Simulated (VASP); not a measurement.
# KB3H8 (Cmcm) in VASP: single point with HSE06

Aim: the single point of KB3H8 with HSE06.

Program: VASP 6.6.1. These are calculated values, not measurements. Logs are shortened: lines on timing, memory, paths and dates and some standing lists are left out, and cuts for length are marked.

**1. The cell of the first run**

The structure is orthorhombic, space group Cmcm (No. 63). The conventional cell has a = 7.250 Å, b = 7.973 Å, c = 8.044 Å, α = 90.00°, β = 90.00°, γ = 90.00°. K (site symmetry m2m) has 24 H at 2.89 to 4.03 Å and 11 B at 3.15 to 3.85 Å within 4.1 Å. B (site symmetry m) has 3 H at 1.21 to 1.26 Å within 1.6 Å. Within 1.6 Å of B (site symmetry m2m) lie 4 H at 1.20 to 1.47 Å. Within 1.6 Å of H (site symmetry 1) lie 1 B at 1.21 Å. Within 1.7 Å of H (site symmetry m) lie 2 B at 1.26 to 1.47 Å. Within 1.6 Å of H (site symmetry m) lie 1 B at 1.20 Å.

**2. Single point, HSE06**

Contents of POSCAR:

```
KB3H8
1.0
    3.6250964600     -3.9865268800      0.0000000000
    3.6250964600      3.9865268800      0.0000000000
    0.0000000000      0.0000000000      8.0437591100
K B H
2 6 16
Direct
    0.6654820200      0.3345179800      0.7500000000
    0.3345179800      0.6654820200      0.2500000000
    0.2826579900      0.7173420100      0.6383126600
    0.7173420100      0.2826579900      0.1383126600
    0.7173420100      0.2826579900      0.3616873400
    0.2826579900      0.7173420100      0.8616873400
    0.0911184500      0.9088815500      0.7500000000
    0.9088815500      0.0911184500      0.2500000000
    0.2039774300      0.5147355500      0.5871468300
    0.7960225700      0.4852644500      0.0871468300
    0.5147355500      0.2039774300      0.4128531700
    0.4852644500      0.7960225700      0.9128531700
    0.7960225700      0.4852644500      0.4128531700
    0.2039774300      0.5147355500      0.9128531700
    0.4852644500      0.7960225700      0.5871468300
    0.5147355500      0.2039774300      0.0871468300
    0.1387632700      0.8612367300      0.5738030400
    0.8612367300      0.1387632700      0.0738030400
    0.8612367300      0.1387632700      0.4261969600
    0.1387632700      0.8612367300      0.9261969600
    0.8700952900      0.8508652500      0.7500000000
    0.1299047100      0.1491347500      0.2500000000
    0.8508652500      0.8700952900      0.2500000000
    0.1491347500      0.1299047100      0.7500000000
```

Contents of INCAR.step1:

```
ALGO     = Normal         # electronic algorithm
EDIFF    = 1E-5           # SCF threshold, eV
ENCUT    = 520            # plane-wave cutoff, eV
GGA      = PE             # functional
ISIF     = 2              # what is computed and relaxed
ISMEAR   = -1             # smearing method
LASPH    = T              # aspherical terms in the spheres
LCHARG   = F              # write CHGCAR
LREAL    = Auto         
LWAVE    = T              # write WAVECAR
NBANDS   = 44             # bands
NELM     = 80             # most SCF steps
PREC     = Accurate       # precision mode
SIGMA    = 0.02           # smearing width, eV
```

Contents of INCAR.step2:

```
ALGO     = Normal         # electronic algorithm
EDIFF    = 1E-6           # SCF threshold, eV
ENCUT    = 520            # plane-wave cutoff, eV
GGA      = PE             # functional
HFSCREEN = 0.2079         # screening, 1/A
ISIF     = 2              # what is computed and relaxed
ISMEAR   = -1             # smearing method
ISTART   = 1            
LASPH    = T              # aspherical terms in the spheres
LCHARG   = F              # write CHGCAR
LHFCALC  = T              # exact exchange
LREAL    = Auto         
LWAVE    = F              # write WAVECAR
NBANDS   = 44             # bands
NELM     = 80             # most SCF steps
PREC     = Accurate       # precision mode
PRECFOCK = Fast         
SIGMA    = 0.02           # smearing width, eV
```

Contents of KPOINTS:

```
k-points
0
Gamma
  2 2 2
```

Potentials or basis: VASP PAW PBE potentials, release 64 (K_sv, B, H).

Command:

```
$ cat potpaw_PBE.64/K_sv/POTCAR potpaw_PBE.64/B/POTCAR potpaw_PBE.64/H/POTCAR > POTCAR
$ cp INCAR.step1 INCAR
$ mpirun -np 1 vasp_std > vasp.out
$ cp INCAR.step2 INCAR
$ mpirun -np 1 vasp_std > vasp.out
```

OUTCAR:

```text
EDIFF = 1E-6
   ENCUT = 520
   GGA = PE
   HFSCREEN = 0.2079
   ISIF = 2
   ISMEAR = -1
   ISTART = 1
   LASPH = T
   LHFCALC = T
   LREAL = Auto
   NELM = 80
   PREC = Accurate
   PRECFOCK = Fast

 ion  position               nearest neighbor table
   1  0.665  0.335  0.750-
   2  0.335  0.665  0.250-
   3  0.283  0.717  0.638-   9 1.21  15 1.21  17 1.26   7 1.77   6 1.80
   4  0.717  0.283  0.138-  10 1.21  16 1.21  18 1.26   8 1.77   5 1.80
   5  0.717  0.283  0.362-  11 1.21  13 1.21  19 1.26   8 1.77   4 1.80
   6  0.283  0.717  0.862-  12 1.21  14 1.21  20 1.26   7 1.77   3 1.80
   7  0.091  0.909  0.750-  21 1.20  24 1.20  17 1.47  20 1.47   3 1.77   6 1.77
   8  0.909  0.091  0.250-  22 1.20  23 1.20  18 1.47  19 1.47   4 1.77   5 1.77
   9  0.204  0.515  0.587-   3 1.21
  10  0.796  0.485  0.087-   4 1.21
  11  0.515  0.204  0.413-   5 1.21
  12  0.485  0.796  0.913-   6 1.21
  13  0.796  0.485  0.413-   5 1.21
  14  0.204  0.515  0.913-   6 1.21
  15  0.485  0.796  0.587-   3 1.21
  16  0.515  0.204  0.087-   4 1.21
  17  0.139  0.861  0.574-   3 1.26   7 1.47
  18  0.861  0.139  0.074-   4 1.26   8 1.47
  19  0.861  0.139  0.426-   5 1.26   8 1.47
  20  0.139  0.861  0.926-   6 1.26   7 1.47
  21  0.870  0.851  0.750-   7 1.20
  22  0.130  0.149  0.250-   8 1.20
  23  0.851  0.870  0.250-   8 1.20
  24  0.149  0.130  0.750-   7 1.20

  LATTYP: Found a base centered orthorhombic cell.
 ALAT       =     7.2501929200
 B/A-ratio  =     1.0997022904
 C/A-ratio  =     1.1094544930

  Lattice vectors:

 A1 = (   3.6250964600,  -3.9865268800,   0.0000000000)
 A2 = (   3.6250964600,   3.9865268800,   0.0000000000)
 A3 = (   0.0000000000,   0.0000000000,   8.0437591100)

Analysis of symmetry for initial positions (statically):
=====================================================================
 Subroutine PRICEL returns:
 Original cell was already a primitive cell.

 Routine SETGRP: Setting up the symmetry group for a
 base centered orthorhombic supercell.

 Subroutine GETGRP returns: Found  8 space group operations
 (whereof  4 operations were pure point group operations)
 out of a pool of  8 trial point group operations.

The static configuration has the point symmetry C_2h.
 The point group associated with its full space group is D_2h.

[... 145 lines left out ...]
   ISYM   =      3    0-nonsym 1-usesym 2-fastsym
   POTIM  = 0.5000    time-step for ionic-motion
   TEBEG  =    0.0;   TEEND  =   0.0 temperature during run
   PSTRESS=    0.0 pullay stress
   NELECT =      52.0000    total number of electrons
   NUPDOWN=      -1.0000    fix difference up-down
   EMIN   =  10.00;   EMAX   =-10.00  energy-range for DOS
   EFERMI =   0.00;   METHOD = LEGACY
   ISMEAR =    -1;   SIGMA  =   0.02  broadening in eV -4-tet -1-fermi 0-gaus
   EFERMI_NEDOS =   21; number of points for ismear=-14 and -15
   IALGO  =     38    algorithm
   IMIX   =      1    mixing-type and parameters
     AMIX     =   0.40;   BMIX     =  1.00
     AMIX_MAG =   1.60;   BMIX_MAG =  1.00
  volume/ion in A,a.u.               =       9.69        65.37
  Fermi-wavevector in a.u.,A,eV,Ry     =   0.993745  1.877905 13.436142  0.987529
  Thomas-Fermi vector in A             =   2.125648
   LORBIT       =      0    0 simple, 1 ext, 2 COOP (PROOUT), +10 PAW based schemes
   GGA     = PE    functional components
   LHFCALC =     T    Hartree Fock is set to
   PRECFOCK=fast      Normal, Fast or Accurate (Low or Medium for compatibility)
   ENCUT4O =  -1.0   cutoff for four orbital integrals eV
   NKREDX  =     1    reduce k-point grid by
   NKREDY  =     1    reduce k-point grid by
   NKREDZ  =     1    reduce k-point grid by
   AEXX    =    0.2500 exact exchange contribution
   HFSCREEN=    0.2079 screening length (either q_TF or 0.3 A-1)
   HFSCREENC=   0.2079 screening length for correlation (either q_TF or 0.3 A-1)
   ENCUTFOCK=  -1.0 apply spherical cutoff to Coloumb kernel
   IVDW    =     0    specifies the selected vdW correction
   LEPSILON=     F    determine dielectric tensor
   LRPA    =     F    only Hartree local field effects (RPA)
 non-spin polarized calculation
  energy-cutoff  :      520.00
  volume of cell :      232.49
 maximum number of plane-waves:      6292
  NGX = 24; NGY = 24; NGZ = 32

 number of electron      51.9999997 magnetization

 Free energy of the ion-electron system (eV)
  ---------------------------------------------------
  ext. energy  EPLUGINS =         0.00000000
  ---------------------------------------------------
  free energy    TOTEN  =      -114.96946625 eV

  energy without entropy =     -114.96946625  energy(sigma->0) =     -114.96946625

 E-fermi :  -2.7903     XC(G=0):  -6.5446

 val. band max:       -3.2879218646   @ k =   0.5000   0.5000   0.0000
 cond. band min:       3.7127123916   @ k =   0.5000   0.5000   0.5000
 fundamental gap:      7.0006342562
 Fermi energy:        -2.7902782056

 k-point     1 :       0.0000    0.0000    0.0000
  band No.  band energies     occupation
      1     -33.4031      2.00000
      2     -33.4014      2.00000
      3     -15.5946      2.00000
      4     -15.5604      2.00000
      5     -15.5541      2.00000
      6     -15.5504      2.00000
[... 235 lines left out ...]
     37       7.1666      0.00000
     38       7.1666      0.00000
 [bands above 38 left out]

------------------------ aborting loop because EDIFF is reached ----------------------------------------

  FORCE on cell =-STRESS in cart. coord.  units (eV):
  Direction    XX          YY          ZZ          XY          YZ          ZX
  --------------------------------------------------------------------------------------
  -------------------------------------------------------------------------------------
  Total        0.8013137      0.4157173      0.3940813      0.0000000      0.0000000      0.0000000
  in kB        5.5221707      2.8648727      2.7157707      0.0000000      0.0000000      0.0000000
  external PRESSURE =       3.7009380 kB  Pullay stress =       0.0000000 kB

 VOLUME and BASIS-vectors are now :
 -----------------------------------------------------------------------------
  energy-cutoff  :      520.00
  volume of cell :      232.49
      direct lattice vectors                 reciprocal lattice vectors
     3.625096460 -3.986526880  0.000000000     0.137927364 -0.125422458  0.000000000
     3.625096460  3.986526880  0.000000000     0.137927364  0.125422458  0.000000000
     0.000000000  0.000000000  8.043759110     0.000000000  0.000000000  0.124319984

 POSITION                                       TOTAL-FORCE (eV/Angst)
 -----------------------------------------------------------------------------------
      3.62510     -1.31940      6.03282         0.000000      0.013728      0.000000
      3.62510      1.31940      2.01094         0.000000     -0.013728      0.000000
      3.62510      1.73288      5.13443         0.000000      0.036348      0.060110
      3.62510     -1.73288      1.11255         0.000000     -0.036348      0.060110
      3.62510     -1.73288      2.90933         0.000000     -0.036348     -0.060110
      3.62510      1.73288      6.93121         0.000000      0.036348     -0.060110
[... 16 lines left out ...]
      6.23865      0.07666      2.01094         0.009183      0.004532      0.000000
      1.01154     -0.07666      6.03282        -0.009183     -0.004532      0.000000
 -----------------------------------------------------------------------------------
    total drift:                               -0.000003     -0.000000      0.000000

  FREE ENERGIE OF THE ION-ELECTRON SYSTEM (eV)
  ---------------------------------------------------
  free  energy   TOTEN  =      -114.9694662532 eV

  energy  without entropy=     -114.9694662532  energy(sigma->0) =     -114.96946625
```

OUTCAR.step1:

```text
EDIFF = 1E-5
   ENCUT = 520
   GGA = PE
   ISIF = 2
[... 522 lines left out ...]
      3.62510     -1.73288      2.90933         0.000000      0.003260     -0.146276
      3.62510      1.73288      6.93121         0.000000     -0.003260     -0.146276
[... 16 lines left out ...]
      6.23865      0.07666      2.01094        -0.095984     -0.075459      0.000000
      1.01154     -0.07666      6.03282         0.095984      0.075459      0.000000
 -----------------------------------------------------------------------------------
    total drift:                                0.000000      0.000000     -0.000000

  FREE ENERGIE OF THE ION-ELECTRON SYSTEM (eV)
  ---------------------------------------------------
  free  energy   TOTEN  =      -101.8574451043 eV

  energy  without entropy=     -101.8574451043  energy(sigma->0) =     -101.85744510
```

It took 16 min on 1 thread of Intel Xeon 8259CL, shared host; peak memory 0.47 GiB.

Results:

| Property | Result |
| --- | --- |
| Free energy | -114.9695 eV |
| Pressure | 0.4 GPa |
| Largest force | 0.098 eV/Å |
| Band gap on the k mesh | 7.00 eV (least direct gap 7.14 eV) |

Forces in eV/Å, atoms in the order of the input:
```
K    0.000  0.014  0.000
K    0.000 -0.014  0.000
B    0.000  0.036  0.060
B    0.000 -0.036  0.060
B    0.000 -0.036 -0.060
B    0.000  0.036 -0.060
B    0.000 -0.098  0.000
B    0.000  0.098  0.000
H    0.000  0.002  0.004
H    0.000 -0.002  0.004
H    0.000 -0.002 -0.004
H    0.000  0.002 -0.004
H    0.000 -0.002 -0.004
H    0.000  0.002 -0.004
H    0.000  0.002  0.004
H    0.000 -0.002  0.004
H    0.000  0.023  0.031
H    0.000 -0.023  0.031
H    0.000 -0.023 -0.031
H    0.000  0.023 -0.031
H    0.009 -0.005  0.000
H   -0.009  0.005  0.000
H    0.009  0.005  0.000
H   -0.009 -0.005  0.000
```

Stress tensor (GPa, compression positive):
```
0.55 0.00 0.00
0.00 0.29 0.00
0.00 0.00 0.27
```

Caveat: the k points lie up to 0.59 Å⁻¹ apart; the PAW data sets were made with another functional, which shifts forces and pressure a little. A k mesh can miss the band edges.
